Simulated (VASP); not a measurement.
# CoPt2O2 in VASP: notebook

CoPt2O2 is run at these levels: PBEsol; tasks: relaxation of the atoms, single point.

All numbers are computed with VASP 6.6.1; they aren't measurements. Logs are shortened: lines on timing, memory, paths and dates and some standing lists are left out, and cuts for length are marked.

## Step 1: The cell of the first run

The cell holds a slab with vacuum, 5 atoms: a = 2.810 Å, b = 2.810 Å, c = 22.899 Å, α = 90.00°, β = 90.00°, γ = 120.00°.

## Step 2: Relaxation of the atoms, PBEsol

File INCAR:

```
SYSTEM = CoPt2O2
PREC = Accurate
ENCUT = 520
EDIFF = 1E-7
ISMEAR = 0
SIGMA = 0.1
LREAL = .False.
LASPH = .True.
NELM = 80
ALGO = Normal
ISIF = 2
LWAVE = .False.
LCHARG = .False.
LDIPOL = .True.
IDIPOL = 3
DIPOL = 0.5 0.5 0.500
GGA = PS
IBRION = 2
NSW = 90
EDIFFG = -0.03
```

File KPOINTS:

```
regular mesh
0
Gamma
  12 12 1
  0 0 0
```

File POSCAR:

```
CoPt2O2
1.0
    2.8101831233      0.0000000000      0.0000000000
   -1.4050915616      2.4336899740      0.0000000000
    0.0000000000      0.0000000000     22.8988731680
Pt O Co
2 2 1
Selective dynamics
Direct
    0.6666666667      0.3333333333      0.3711973047  F F F
    0.3333333333      0.6666666667      0.6288026953  T T T
    0.6666666667      0.3333333333      0.4579356642  F F F
    0.3333333333      0.6666666667      0.5420643358  T T T
    0.0000000000      0.0000000000      0.5000000000  T T T
```

Potentials or basis: VASP PAW PBE potentials, release 64 (Pt, O, Co).

Started as:

```
cat potpaw_PBE.64/Pt/POTCAR potpaw_PBE.64/O/POTCAR potpaw_PBE.64/Co/POTCAR > POTCAR
mpirun -np 1 vasp_std > vasp.out
```

OUTCAR:

```text
SYSTEM = CoPt2O2
   PREC = Accurate
   ENCUT = 520
   EDIFF = 1E-7
   ISMEAR = 0
   LREAL = .False.
   LASPH = .True.
   NELM = 80
   ISIF = 2
   GGA = PS
   IBRION = 2
   NSW = 90
   EDIFFG = -0.03

 ion  position               nearest neighbor table
   1  0.667  0.333  0.371-   3 1.99
   2  0.333  0.667  0.629-   4 1.99
   3  0.667  0.333  0.458-   5 1.89   5 1.89   5 1.89   1 1.99
   4  0.333  0.667  0.542-   5 1.89   5 1.89   5 1.89   2 1.99
   5  0.000  0.000  0.500-   3 1.89   4 1.89   4 1.89   3 1.89   3 1.89   4 1.89

  LATTYP: Found a hexagonal cell.
 ALAT       =     2.8101831233
 C/A-ratio  =     8.1485341571

  Lattice vectors:

 A1 = (   2.8101831233,   0.0000000000,   0.0000000000)
 A2 = (  -1.4050915616,   2.4336899740,   0.0000000000)
 A3 = (   0.0000000000,   0.0000000000,  22.8988731680)

Analysis of symmetry for initial positions (statically):
=====================================================================
 Subroutine PRICEL returns:
 Original cell was already a primitive cell.

 Routine SETGRP: Setting up the symmetry group for a
 hexagonal supercell.

 Subroutine GETGRP returns: Found 12 space group operations
 (whereof 12 operations were pure point group operations)
 out of a pool of 24 trial point group operations.

The static configuration has the point symmetry D_3d.

Analysis of symmetry for dynamics (positions and initial velocities):
=====================================================================
 Subroutine PRICEL returns:
 Original cell was already a primitive cell.

 Routine SETGRP: Setting up the symmetry group for a
 hexagonal supercell.

 Subroutine GETGRP returns: Found 12 space group operations
 (whereof 12 operations were pure point group operations)
 out of a pool of 24 trial point group operations.

The dynamic configuration has the point symmetry D_3d.

Analysis of constrained symmetry for selective dynamics:
=====================================================================
 Subroutine PRICEL returns:
 Original cell was already a primitive cell.

 Routine SETGRP: Setting up the symmetry group for a
 hexagonal supercell.

 Subroutine GETGRP returns: Found  6 space group operations
 (whereof  6 operations were pure point group operations)
 out of a pool of 24 trial point group operations.

The constrained configuration has the point symmetry C_3v.

 Subroutine INISYM returns: Found  6 space group operations
 (whereof  6 operations are pure point group operations),
 and found     1 'primitive' translations

----------------------------------------------------------------------------------------

                                     Primitive cell

  volume of cell :     156.6080

  direct lattice vectors                    reciprocal lattice vectors
     2.810183123  0.000000000  0.000000000     0.355848696  0.205449340  0.000000000
    -1.405091562  2.433689974  0.000000000     0.000000000  0.410898681  0.000000000
     0.000000000  0.000000000 22.898873168     0.000000000  0.000000000  0.043670271

  length of vectors
     2.810183123  2.810183123 22.898873168     0.410898681  0.410898681  0.043670271

  position of ions in fractional coordinates (direct lattice)
     0.666666667  0.333333333  0.371197305
     0.333333333  0.666666667  0.628802695
     0.666666667  0.333333333  0.457935664
     0.333333333  0.666666667  0.542064336
     0.000000000  0.000000000  0.500000000

  ion indices of the primitive-cell ions
   primitive index   ion index
                 1           1
                 2           2
                 3           3
                 4           4
                 5           5

----------------------------------------------------------------------------------------

 KPOINTS: regular mesh

Automatic generation of k-mesh.
 Grid dimensions read from file:
 generate k-points for:   12   12    1

 Generating k-lattice:

  Cartesian coordinates                     Fractional coordinates (reciprocal lattice)
     0.029654058  0.017120778  0.000000000     0.083333333  0.000000000  0.000000000
     0.000000000  0.034241557  0.000000000     0.000000000  0.083333333  0.000000000
     0.000000000  0.000000000  0.043670271     0.000000000  0.000000000  1.000000000

  Length of vectors
     0.034241557  0.034241557  0.043670271

  Shift w.r.t. Gamma in fractional coordinates (k-lattice)
     0.000000000  0.000000000  0.000000000

 Subroutine IBZKPT returns following result:
 ===========================================

 Found     19 irreducible k-points:

 Following reciprocal coordinates:
            Coordinates               Weight
  0.000000  0.000000  0.000000      1.000000
  0.083333 -0.000000  0.000000      6.000000
  0.166667 -0.000000  0.000000      6.000000
  0.250000  0.000000  0.000000      6.000000
  0.333333 -0.000000  0.000000      6.000000
  0.416667  0.000000  0.000000      6.000000
[... 11 lines left out ...]
  0.333333  0.250000  0.000000     12.000000
  0.333333  0.333333  0.000000      2.000000
   k-points           NKPTS =     19   k-points in BZ     NKDIM =     19   number of bands    NBANDS=     24
   number of dos      NEDOS =    301   number of ions     NIONS =      5
   total plane-waves  NPLWV = 103680
   dimension x,y,z NGX =    24 NGY =   24 NGZ =  180
   dimension x,y,z NGXF=    48 NGYF=   48 NGZF=  360
   ions per type =               2   2   1
   NGX,Y,Z   is equivalent  to a cutoff of  14.20, 14.20, 13.07 a.u.
   NGXF,Y,Z  is equivalent  to a cutoff of  28.40, 28.40, 26.14 a.u.
 SYSTEM =  CoPt2O2
   PREC   = accura    normal or accurate (medium, high low for compatibility)
   ISTART =      0    job   : 0-new  1-cont  2-samecut
   ICHARG =      2    charge: 1-file 2-atom 10-const
   ISPIN  =      1    spin polarized calculation?
   LNONCOLLINEAR =      F non collinear calculations
   LSORBIT =      F    spin-orbit coupling
   LASPH  =      T    aspherical Exc in radial PAW
   ENCUT  =  520.0 eV  38.22 Ry    6.18 a.u.   5.23  5.23 42.58*2*pi/ulx,y,z
   NELM   =     80;   NELMIN=  2; NELMDL= -5     # of ELM steps
   EDIFF  = 0.1E-06   stopping-criterion for ELM
   LREAL  =      F    real-space projection
   EDIFFG = -.3E-01   stopping-criterion for IOM
   NSW    =     90    number of steps for IOM
   IBRION =      2    ionic relax: 0-MD 1-quasi-New 2-CG
   NFREE  =      1    steps in history (QN), initial steepest desc. (CG)
   ISIF   =      2    stress and relaxation
   ISYM   =      2    0-nonsym 1-usesym 2-fastsym
   POTIM  = 0.5000    time-step for ionic-motion
   TEBEG  =    0.0;   TEEND  =   0.0 temperature during run
   PSTRESS=    0.0 pullay stress
   NELECT =      41.0000    total number of electrons
   NUPDOWN=      -1.0000    fix difference up-down
   EMIN   =  10.00;   EMAX   =-10.00  energy-range for DOS
   EFERMI =   0.00;   METHOD = LEGACY
   ISMEAR =     0;   SIGMA  =   0.10  broadening in eV -4-tet -1-fermi 0-gaus
   EFERMI_NEDOS =   21; number of points for ismear=-14 and -15
   IALGO  =     38    algorithm
   IMIX   =      4    mixing-type and parameters
     AMIX     =   0.40;   BMIX     =  1.00
     AMIX_MAG =   1.60;   BMIX_MAG =  1.00
  volume/ion in A,a.u.               =      31.32       211.37
  Fermi-wavevector in a.u.,A,eV,Ry     =   1.047285  1.979081 14.922943  1.096805
  Thomas-Fermi vector in A             =   2.182158
   LORBIT       =      0    0 simple, 1 ext, 2 COOP (PROOUT), +10 PAW based schemes
   GGA     = PS    functional components
   LHFCALC =     F    Hartree Fock is set to
   AEXX    =    0.0000 exact exchange contribution
   IVDW    =     0    specifies the selected vdW correction
   LEPSILON=     F    determine dielectric tensor
   LRPA    =     F    only Hartree local field effects (RPA)
 conjugate gradient relaxation of ions
 non-spin polarized calculation
 Gauss-broadening in eV      SIGMA  =   0.10
  energy-cutoff  :      520.00
  volume of cell :      156.61
 maximum number of plane-waves:      4252
 NGX is ok and might be reduce to    24
   NGX = 11   NGY = 11   NGZ = 85

--------------------------------------- Ionic step        1  -------------------------------------------

 number of electron      41.0000009 magnetization

 Free energy of the ion-electron system (eV)
  ---------------------------------------------------
  ext. energy  EPLUGINS =         0.00000000
  ---------------------------------------------------
  free energy    TOTEN  =       -32.89428898 eV

  energy without entropy =      -32.85919145  energy(sigma->0) =      -32.87674022

------------------------ aborting loop because EDIFF is reached ----------------------------------------

  FORCE on cell =-STRESS in cart. coord.  units (eV):
  Direction    XX          YY          ZZ          XY          YZ          ZX
  --------------------------------------------------------------------------------------
  -------------------------------------------------------------------------------------
  Total       -4.2321071     -4.2321071      4.1296230     -0.0000000      0.0000000     -0.0000000
  in kB      -43.2965459    -43.2965459     42.2480821     -0.0000000      0.0000000     -0.0000000
  external PRESSURE =     -14.7816699 kB  Pullay stress =       0.0000000 kB
[... 20 lines left out ...]
  FREE ENERGIE OF THE ION-ELECTRON SYSTEM (eV)
  ---------------------------------------------------
  free  energy   TOTEN  =       -32.8942889807 eV

  energy  without entropy=      -32.8591914544  energy(sigma->0) =      -32.87674022

 dipolmoment           0.000000      0.000000     -0.001171 electrons x Angstroem

--------------------------------------- Ionic step        2  -------------------------------------------

 number of electron      41.0000010 magnetization

------------------------ aborting loop because EDIFF is reached ----------------------------------------
[... 36 lines left out ...]
 number of electron      41.0000010 magnetization

------------------------ aborting loop because EDIFF is reached ----------------------------------------

 vacuum level on the upper side and lower side of the slab       (xc-potential included)        -0.012        -0.083

  FORCE on cell =-STRESS in cart. coord.  units (eV):
  Direction    XX          YY          ZZ          XY          YZ          ZX
  --------------------------------------------------------------------------------------
  -------------------------------------------------------------------------------------
  Total       -4.4032172     -4.4032172      2.9079977     -0.0000000      0.0000000      0.0000000
  in kB      -45.0470858    -45.0470858     29.7502524     -0.0000000      0.0000000      0.0000000
  external PRESSURE =     -20.1146397 kB  Pullay stress =       0.0000000 kB
[... 143 lines left out ...]
--------------------------------------- Ionic step        7  -------------------------------------------

 number of electron      41.0000003 magnetization

 dipolmoment           0.000000      0.000000      0.005405 electrons x Angstroem

 Free energy of the ion-electron system (eV)
  ---------------------------------------------------
  ext. energy  EPLUGINS =         0.00000000
  ---------------------------------------------------
  free energy    TOTEN  =       -32.93474693 eV

  energy without entropy =      -32.90212934  energy(sigma->0) =      -32.91843814

 E-fermi :  -0.2741     XC(G=0):  -5.5190

 val. band max:       -0.2809886411   @ k =   0.2500   0.1667   0.0000
 cond. band min:      -0.2599151509   @ k =   0.4167   0.1667   0.0000
 fundamental gap:      0.0210734902
 Fermi energy:        -0.2740964389

 k-point     1 :       0.0000    0.0000    0.0000
  band No.  band energies     occupation
      1     -21.5965      2.00000
      2     -19.9957      2.00000
      3      -9.2062      2.00000
      4      -7.3289      2.00000
      5      -7.0181      2.00000
      6      -6.5435      2.00000
[... 502 lines left out ...]
     23       1.0742      0.00000
     24       5.3862      0.00000

------------------------ aborting loop because EDIFF is reached ----------------------------------------

 vacuum level on the upper side and lower side of the slab       (xc-potential included)         0.062        -0.078

  FORCE on cell =-STRESS in cart. coord.  units (eV):
  Direction    XX          YY          ZZ          XY          YZ          ZX
  --------------------------------------------------------------------------------------
  -------------------------------------------------------------------------------------
  Total       -5.3100701     -5.3100701      1.3144703     -0.0000000     -0.0000000      0.0000000
  in kB      -54.3246391    -54.3246391     13.4476803     -0.0000000     -0.0000000      0.0000000
  external PRESSURE =     -31.7338660 kB  Pullay stress =       0.0000000 kB
[... 20 lines left out ...]
  FREE ENERGIE OF THE ION-ELECTRON SYSTEM (eV)
  ---------------------------------------------------
  free  energy   TOTEN  =       -32.9347469313 eV

  energy  without entropy=      -32.9021293406  energy(sigma->0) =      -32.91843814

 reached required accuracy - stopping structural energy minimisation

 vacuum level on the upper side and lower side of the slab         5.332         5.189
```

It took 22 min on 1 thread of Intel Xeon 8259CL, shared host; peak memory 0.37 GiB.

What came out:

* Free energy: -32.9347 eV
* Energy gained by relaxing: 8.1 meV/atom
* Ionic steps: 7
* Band gap on the k mesh: zero (an odd number of electrons rules out a gap without spin polarisation)

The path:
```tsv
step	energy change (eV)	largest force on free atoms (eV/Å)	pressure (GPa)
1	0.0000	0.7948	-1.48
2	-0.0192	0.3402	-1.92
3	-0.0199	0.4677	-2.01
4	-0.0286	0.2536	-2.35
5	-0.0302	0.4638	-2.58
6	-0.0370	0.2673	-2.83
7	-0.0405	0.0090	-3.17
```

Final structure:
```xyz
5
Lattice="2.8102 0.0000 0.0000 -1.4051 2.4337 0.0000 0.0000 0.0000 22.8989" Properties=species:S:1:pos:R:3 pbc="T T T"
Pt    1.4051    0.8112    8.5000
Pt    0.0000    1.6225   14.5207
O     1.4051    0.8112   10.4862
O     0.0000    1.6225   12.4661
Co    2.8102    0.0000   11.4824
```

Caveat: the PAW data sets were made with another functional, which shifts forces and pressure a little; spin-orbit coupling is left out, which moves the levels of the heavy elements; an odd number of electrons without spin polarisation forces a metal; a magnetic or distorted state may lie lower; the run has no spin polarisation, though such a crystal can be magnetic. With open d or f shells a metallic result of PBEsol can be an artefact of self-interaction; +U or a hybrid may open a gap.

## Step 3: Single point, PBEsol

File INCAR:

```
SYSTEM = CoPt2O2
ALGO = Normal ; DIPOL = 0.5 0.5 0.502
EDIFF = 1E-7 ; ENCUT = 520
GGA = PS ; IDIPOL = 3
ISIF = 2 ; ISMEAR = 0
LASPH = .True. ; LCHARG = .True.
LDIPOL = .True. ; LELF = .True.
LREAL = .False. ; LVACPOTAV = .True.
LVHAR = .True. ; LWAVE = .False.
NBANDS = 28 ; NELM = 100
PREC = Accurate ; SIGMA = 0.1
```

File KPOINTS:

```
k-points
0
Gamma
  12 12 1
  0 0 0
```

File POSCAR:

```
CoPt2O2
1.0
    2.8101831222      0.0000000000      0.0000000000
   -1.4050915611      2.4336899731      0.0000000000
    0.0000000000      0.0000000000     22.8988731693
Pt O Co
2 2 1
Direct
    0.6666666667      0.3333333333      0.3711973047
    0.3333333333      0.6666666667      0.6340005896
    0.6666666667      0.3333333333      0.4579356641
    0.3333333333      0.6666666667      0.5443031838
    0.0000000000      0.0000000000      0.5013546779
```

Potentials or basis: VASP PAW PBE potentials, release 64 (Pt, O, Co).

Started as:

```
cat potpaw_PBE.64/Pt/POTCAR potpaw_PBE.64/O/POTCAR potpaw_PBE.64/Co/POTCAR > POTCAR
mpirun -np 1 vasp_std > vasp.out
```

It took 8.4 min on 1 thread of Intel Xeon Platinum 8488C (Sapphire Rapids), shared host; peak memory 0.35 GiB.

Results (log left out):

| Property | Result |
| --- | --- |
| Free energy | -32.9347 eV |
| Largest force | 0.695 eV/Å |
| Band gap on the k mesh | zero (an odd number of electrons rules out a gap without spin polarisation) |

Forces in eV/Å, atoms in the order of the input:
```
Pt   0.000  0.000 -0.695
Pt   0.000  0.000  0.008
O    0.000  0.000  0.658
O    0.000  0.000  0.003
Co   0.000  0.000  0.026
```

Levels at points of the mesh, in eV from the Fermi level:
| k point | band 18 | band 19 | band 20 | band 21 | band 22 | band 23 |
| --- | --- | --- | --- | --- | --- | --- |
| (0.00, 0.00, 0.00) | -1.03 | -1.03 | -0.80 | -0.56 | -0.56 | -0.21 |
| (0.50, 0.00, 0.00) | -0.21 | 0.13 | 0.34 | 0.49 | 1.62 | 1.62 |

Caveat: the PAW data sets were made with another functional, which shifts forces and pressure a little; spin-orbit coupling is left out, which moves the levels of the heavy elements; an odd number of electrons without spin polarisation forces a metal; a magnetic or distorted state may lie lower; the run has no spin polarisation, though such a crystal can be magnetic.

[end of part 1 of 2]

The gap in the log of VASP goes by the Fermi energy; the results here count the filled bands.